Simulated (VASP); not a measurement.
# Sn5Se4S6 (P1) in VASP: single point with PBE+D3(BJ)

Aim: the single point of Sn5Se4S6 with PBE+D3(BJ).

Program: VASP 6.6.1. These are calculated values, not measurements. Logs are shortened: lines on timing, memory, paths and dates and some standing lists are left out, and cuts for length are marked.

### 1 The cell of the first run

The typed cell holds 15 atoms: a = 5.913 Å, b = 6.472 Å, c = 9.888 Å, α = 109.11°, β = 89.95°, γ = 90.15°.

### 2 Single point, PBE+D3(BJ)

Input file INCAR:

```
SYSTEM = Sn5Se4S6
PREC = Accurate
ENCUT = 520
EDIFF = 1E-6
ISMEAR = 0
SIGMA = 0.1
LREAL = Auto
LASPH = .TRUE.
NELM = 80
ALGO = Normal
ISIF = 2
LWAVE = .FALSE.
LCHARG = .TRUE.
GGA = PE
IVDW = 12
LELF = .TRUE.
LVHAR = .TRUE.
NBANDS = 78
```

Input file KPOINTS:

```
Automatic mesh
0
G
  4 4 4
  0 0 0
```

Input file POSCAR:

```
Sn5Se4S6
1.0
   -0.0002786640      0.0077790685     -5.9133935882
    0.0002029574     -6.4721955518      0.0083556487
   -9.3436399037      3.2363907247     -0.0046098533
Sn Se S
5 4 6
Direct
    0.0018903512      0.8031604347      0.5999521555
    0.0036868963      0.4036080961      0.8029455588
    0.0015424432      0.6022704415      0.1972321657
    0.0043128493      0.1936338016      0.4001193128
    0.0050973224     -0.0026910866     -0.0002392838
    0.7304221189      0.4657161027      0.6011338071
    0.7285453774      0.0664504322      0.8002115432
    0.7308739669      0.2646840227      0.1993282578
    0.2763124038      0.5345638929      0.3995919066
    0.7562829224      0.8653590255      0.3977646994
    0.7551192992      0.6678936001      0.0015857040
    0.2507865503      0.1346364758      0.6018341068
    0.2511228989      0.3333096819      0.9983585712
    0.2529219156      0.9324948747      0.1984957511
    0.2510826843      0.7349102042      0.8016857438
```

Potentials or basis: VASP PAW PBE potentials, release 64 (Sn_d, Se, S).

On the command line:

```
> cat potpaw_PBE.64/Sn_d/POTCAR potpaw_PBE.64/Se/POTCAR potpaw_PBE.64/S/POTCAR > POTCAR
> mpirun -np 1 vasp_std > vasp.out
```

OUTCAR:

```text
SYSTEM = Sn5Se4S6
   PREC = Accurate
   ENCUT = 520
   EDIFF = 1E-6
   ISMEAR = 0
   LREAL = Auto
   LASPH = .TRUE.
   NELM = 80
   ISIF = 2
   GGA = PE
   IVDW = 12
 IVDW          = 12

 ion  position               nearest neighbor table
   1  0.002  0.803  0.600-  12 2.59  10 2.61  15 2.63   7 2.69   9 2.71   6 2.71   4 3.68   5 3.74
                             2 3.74   2 3.76
   2  0.004  0.404  0.803-  13 2.58  15 2.60  11 2.60  12 2.62   6 2.70   7 2.71   3 3.68   5 3.70
                             1 3.74   5 3.75   1 3.76
   3  0.002  0.602  0.197-  11 2.57  10 2.59  14 2.60  13 2.62   8 2.71   9 2.72   2 3.68   5 3.69
                             4 3.69
   4  0.004  0.194  0.400-  10 2.57  12 2.60  14 2.61   8 2.72   6 2.72   9 2.73   1 3.68   3 3.69
                             5 3.74
   5  0.005  0.997  1.000-  15 2.58  14 2.59  11 2.60  13 2.62   8 2.70   7 2.71   3 3.69   2 3.70
                             1 3.74   4 3.74   2 3.75
   6  0.730  0.466  0.601-   2 2.70   1 2.71   4 2.72
   7  0.729  0.066  0.800-   1 2.69   2 2.71   5 2.71
   8  0.731  0.265  0.199-   5 2.70   3 2.71   4 2.72
   9  0.276  0.535  0.400-   1 2.71   3 2.72   4 2.73
  10  0.756  0.865  0.398-   4 2.57   3 2.59   1 2.61
  11  0.755  0.668  0.002-   3 2.57   5 2.60   2 2.60
  12  0.251  0.135  0.602-   1 2.59   4 2.60   2 2.62
  13  0.251  0.333  0.998-   2 2.58   3 2.62   5 2.62
  14  0.253  0.932  0.198-   5 2.59   3 2.60   4 2.61
  15  0.251  0.735  0.802-   5 2.58   2 2.60   1 2.63

  LATTYP: Found a triclinic cell.
 ALAT       =    22.0904411109
 B/A-ratio  =     0.3963462824
 C/A-ratio  =     0.8459349809
 COS(alpha) =     0.0000166828
 COS(beta)  =     0.4229715193
 COS(gamma) =     0.9007322478

  Lattice vectors:

 A1 = (   9.3435883595,  16.1646377937,  11.8063300836)
 A2 = (   0.0000757066,   6.4644164833,   5.9050379395)
 A3 = (  18.6870768500,  -0.0005858976,   0.0008640579)

Analysis of symmetry for initial positions (statically):
=====================================================================
 Subroutine PRICEL returns:
 Original cell was already a primitive cell.

 Routine SETGRP: Setting up the symmetry group for a
 triclinic supercell.

 Subroutine GETGRP returns: Found  1 space group operations
 (whereof  1 operations were pure point group operations)
 out of a pool of  2 trial point group operations.

The static configuration has the point symmetry C_1 .

Analysis of symmetry for dynamics (positions and initial velocities):
=====================================================================
 Subroutine PRICEL returns:
 Original cell was already a primitive cell.

 Routine SETGRP: Setting up the symmetry group for a
 triclinic supercell.

 Subroutine GETGRP returns: Found  1 space group operations
 (whereof  1 operations were pure point group operations)
 out of a pool of  2 trial point group operations.

The dynamic configuration has the point symmetry C_1 .

 Subroutine INISYM returns: Found  1 space group operations
 (whereof  1 operations are pure point group operations),
 and found     1 'primitive' translations

----------------------------------------------------------------------------------------

                                     Primitive cell

  volume of cell :     357.6013

  direct lattice vectors                    reciprocal lattice vectors
    -0.000278664  0.007779068 -5.913393588     0.000007812 -0.000218319 -0.169107922
     0.000202957 -6.472195552  0.008355649    -0.053517752 -0.154509012 -0.000200735
    -9.343639904  3.236390725 -0.004609853    -0.107025835 -0.000003350  0.000005039

  length of vectors
     5.913398711  6.472200949  9.888268444     0.169108063  0.163515213  0.107025835

  position of ions in fractional coordinates (direct lattice)
     0.001890351  0.803160435  0.599952155
     0.003686896  0.403608096  0.802945559
     0.001542443  0.602270441  0.197232166
     0.004312849  0.193633802  0.400119313
     0.005097322  0.997308913  0.999760716
     0.730422119  0.465716103  0.601133807
     0.728545377  0.066450432  0.800211543
     0.730873967  0.264684023  0.199328258
     0.276312404  0.534563893  0.399591907
     0.756282922  0.865359025  0.397764699
     0.755119299  0.667893600  0.001585704
     0.250786550  0.134636476  0.601834107
     0.251122899  0.333309682  0.998358571
     0.252921916  0.932494875  0.198495751
     0.251082684  0.734910204  0.801685744

  ion indices of the primitive-cell ions
   primitive index   ion index
                 1           1
                 2           2
                 3           3
                 4           4
                 5           5
                 6           6
                 7           7
                 8           8
                 9           9
                10          10
                11          11
                12          12
                13          13
                14          14
                15          15

----------------------------------------------------------------------------------------

 KPOINTS: Automatic mesh

Automatic generation of k-mesh.
 Grid dimensions read from file:
 generate k-points for:    4    4    4

 Generating k-lattice:

  Cartesian coordinates                     Fractional coordinates (reciprocal lattice)
     0.000001953 -0.000054580 -0.042276980     0.250000000 -0.000000000  0.000000000
    -0.013379438 -0.038627253 -0.000050184     0.000000000  0.250000000  0.000000000
    -0.026756459 -0.000000837  0.000001260    -0.000000000  0.000000000  0.250000000

  Length of vectors
     0.042277016  0.040878803  0.026756459

  Shift w.r.t. Gamma in fractional coordinates (k-lattice)
     0.000000000  0.000000000  0.000000000

 Subroutine IBZKPT returns following result:
 ===========================================

 Found     36 irreducible k-points:

 Following reciprocal coordinates:
            Coordinates               Weight
  0.000000  0.000000  0.000000      1.000000
  0.250000  0.000000 -0.000000      2.000000
  0.500000  0.000000 -0.000000      1.000000
  0.000000  0.250000 -0.000000      2.000000
  0.250000  0.250000 -0.000000      2.000000
  0.500000  0.250000 -0.000000      2.000000
[... 16 lines left out ...]
  0.000000 -0.250000  0.250000      2.000000
  0.250000 -0.250000  0.250000      2.000000
 [... further k-points ...]
   k-points           NKPTS =     36   k-points in BZ     NKDIM =     36   number of bands    NBANDS=     78
   number of dos      NEDOS =    301   number of ions     NIONS =     15
   total plane-waves  NPLWV = 184320
   dimension x,y,z NGX =    48 NGY =   48 NGZ =   80
   dimension x,y,z NGXF=    96 NGYF=   96 NGZF=  160
   ions per type =               5   4   6
   NGX,Y,Z   is equivalent  to a cutoff of  13.49, 12.33, 13.45 a.u.
   NGXF,Y,Z  is equivalent  to a cutoff of  26.99, 24.66, 26.90 a.u.
 SYSTEM =  Sn5Se4S6
   PREC   = accura    normal or accurate (medium, high low for compatibility)
   ISTART =      0    job   : 0-new  1-cont  2-samecut
   ICHARG =      2    charge: 1-file 2-atom 10-const
   ISPIN  =      1    spin polarized calculation?
   LNONCOLLINEAR =      F non collinear calculations
   LSORBIT =      F    spin-orbit coupling
   LASPH  =      T    aspherical Exc in radial PAW
   ENCUT  =  520.0 eV  38.22 Ry    6.18 a.u.  11.00 12.03 18.39*2*pi/ulx,y,z
   NELM   =     80;   NELMIN=  2; NELMDL= -5     # of ELM steps
   EDIFF  = 0.1E-05   stopping-criterion for ELM
   LREAL  =      T    real-space projection
   EDIFFG = 0.1E-04   stopping-criterion for IOM
   NSW    =      0    number of steps for IOM
[... 5 lines left out ...]
   TEBEG  =    0.0;   TEEND  =   0.0 temperature during run
   PSTRESS=    0.0 pullay stress
   NELECT =     130.0000    total number of electrons
   NUPDOWN=      -1.0000    fix difference up-down
   EMIN   =  10.00;   EMAX   =-10.00  energy-range for DOS
   EFERMI =   0.00;   METHOD = LEGACY
   ISMEAR =     0;   SIGMA  =   0.10  broadening in eV -4-tet -1-fermi 0-gaus
   EFERMI_NEDOS =   21; number of points for ismear=-14 and -15
   IALGO  =     38    algorithm
   IMIX   =      4    mixing-type and parameters
     AMIX     =   0.40;   BMIX     =  1.00
     AMIX_MAG =   1.60;   BMIX_MAG =  1.00
  volume/ion in A,a.u.               =      23.84       160.88
  Fermi-wavevector in a.u.,A,eV,Ry     =   1.168395  2.207946 18.573943  1.365146
  Thomas-Fermi vector in A             =   2.304882
   LORBIT       =      0    0 simple, 1 ext, 2 COOP (PROOUT), +10 PAW based schemes
   GGA     = PE    functional components
   LHFCALC =     F    Hartree Fock is set to
   AEXX    =    0.0000 exact exchange contribution
   IVDW    =    12    specifies the selected vdW correction
   LEPSILON=     F    determine dielectric tensor
   LRPA    =     F    only Hartree local field effects (RPA)
 non-spin polarized calculation
 Gauss-broadening in eV      SIGMA  =   0.10
  energy-cutoff  :      520.00
  volume of cell :      357.60
 maximum number of plane-waves:      9651
 NGX is ok and might be reduce to    48
   NGX = 21   NGY = 25   NGZ = 37

 number of electron     130.0000004 magnetization

 Free energy of the ion-electron system (eV)
  ---------------------------------------------------
  ext. energy  EPLUGINS =         0.00000000
  ---------------------------------------------------
  free energy    TOTEN  =       -63.01592610 eV

  energy without entropy =      -63.01592610  energy(sigma->0) =      -63.01592610

 E-fermi :   5.1399     XC(G=0):  -9.6007

 val. band max:        4.6592988210   @ k =  -0.0000   0.0000   0.5000
 cond. band min:       5.6115969964   @ k =   0.2500   0.5000  -0.0000
 fundamental gap:      0.9522981754
 Fermi energy:         5.1398943334

 k-point     1 :       0.0000    0.0000    0.0000
  band No.  band energies     occupation
      1     -16.6072      2.00000
      2     -16.6044      2.00000
      3     -16.5987      2.00000
      4     -16.5939      2.00000
      5     -16.5637      2.00000
      6     -16.5624      2.00000
[... 69 lines left out ...]
     76      10.2620      0.00000
     77      10.3124      0.00000

 k-point     2 :       0.2500    0.0000   -0.0000
  band No.  band energies     occupation
      1     -16.6073      2.00000
      2     -16.6046      2.00000
      3     -16.5988      2.00000
      4     -16.5941      2.00000
      5     -16.5637      2.00000
      6     -16.5624      2.00000
[... 69 lines left out ...]
     76       9.7329      0.00000
     77       9.7422      0.00000
[... 1678 lines left out ...]
     76       9.9022      0.00000
     77      10.0321      0.00000

 k-point    24 :       0.2500   -0.2500    0.2500
  band No.  band energies     occupation
      1     -16.6144      2.00000
      2     -16.6082      2.00000
      3     -16.6052      2.00000
      4     -16.5971      2.00000
      5     -16.5704      2.00000
      6     -16.5581      2.00000
[... 69 lines left out ...]
     76       9.6498      0.00000
     77       9.8166      0.00000

 [... further k-points ...]

 [bands above 77 left out]

------------------------ aborting loop because EDIFF is reached ----------------------------------------

 Edisp (eV)   -5.12165

 E8    (eV) :    -2.1564

  FORCE on cell =-STRESS in cart. coord.  units (eV):
  Direction    XX          YY          ZZ          XY          YZ          ZX
  --------------------------------------------------------------------------------------
  -------------------------------------------------------------------------------------
  Total      -0.31333    -0.29347    -0.24645    -0.00238    -0.03626    -0.01379
  in kB      -1.40383    -1.31485    -1.10416    -0.01068    -0.16244    -0.06181
  external pressure =       -1.27 kB  Pullay stress =        0.00 kB

 VOLUME and BASIS-vectors are now :
 -----------------------------------------------------------------------------
  energy-cutoff  :      520.00
  volume of cell :      357.60
      direct lattice vectors                 reciprocal lattice vectors
    -0.000278664  0.007779068 -5.913393588     0.000007812 -0.000218319 -0.169107922
     0.000202957 -6.472195552  0.008355649    -0.053517752 -0.154509012 -0.000200735
    -9.343639904  3.236390725 -0.004609853    -0.107025835 -0.000003350  0.000005039

 POSITION                                       TOTAL-FORCE (eV/Angst)
 -----------------------------------------------------------------------------------
     -5.60557     -3.25652     -0.00723         0.007203     -0.013419      0.022487
     -7.50235     -0.01356     -0.02213        -0.006772      0.001192      0.006725
     -1.84274     -3.25968     -0.00500         0.000977     -0.011239     -0.000912
     -3.73853      0.04174     -0.02573        -0.006417      0.020423      0.000389
     -9.34120     -3.21912     -0.02642         0.006213      0.003811     -0.004634
     -5.61689     -1.06302     -4.31815        -0.003633      0.001300     -0.009896
     -7.47708      2.16538     -4.31131         0.008813      0.004768     -0.005635
     -1.86260     -1.06230     -4.32065        -0.001477      0.003074     -0.005733
     -3.73361     -2.16442     -1.63132        -0.001583     -0.006428     -0.003615
     -3.71661     -4.30757     -4.46680         0.006497     -0.014576     -0.020077
     -0.01489     -4.31173     -4.45974        -0.015020     -0.001396     -0.017527
     -5.62336      1.07833     -1.48465         0.003813      0.009844      0.008684
     -9.32831      1.07579     -1.48681         0.014619     -0.009738      0.006331
     -1.85455     -5.39091     -1.48875         0.003808      0.012616      0.015139
     -7.49058     -2.15996     -1.48231        -0.017039     -0.000232      0.008275
 -----------------------------------------------------------------------------------
    total drift:                                0.003474      0.009274      0.052558

  FREE ENERGIE OF THE ION-ELECTRON SYSTEM (eV)
  ---------------------------------------------------
  free  energy   TOTEN  =       -68.1375754165 eV

  energy  without entropy=      -68.1375754165  energy(sigma->0) =      -68.13757542
```

Run time: 52 min. Hardware: 1 thread of Oxide Virtual Turin-like, shared host; peak memory 0.79 GiB.

What came out:

```
Free energy                : -68.1376 eV
Pressure                   : -0.1 GPa
Largest force              : 0.027 eV/Å
Band gap on the k mesh     : 0.95 eV (least direct gap 1.14 eV)
Dispersion energy per atom : -0.341 eV
```

Forces in eV/Å, atoms in the order of the input:
```
Sn   0.007 -0.013  0.022
Sn  -0.007  0.001  0.007
Sn   0.001 -0.011 -0.001
Sn  -0.006  0.020  0.000
Sn   0.006  0.004 -0.005
Se  -0.004  0.001 -0.010
Se   0.009  0.005 -0.006
Se  -0.001  0.003 -0.006
Se  -0.002 -0.006 -0.004
S    0.006 -0.015 -0.020
S   -0.015 -0.001 -0.018
S    0.004  0.010  0.009
S    0.015 -0.010  0.006
S    0.004  0.013  0.015
S   -0.017  0.000  0.008
```

Caveat: spin-orbit coupling is left out, which moves the levels of the heavy elements. A k mesh can miss the band edges.
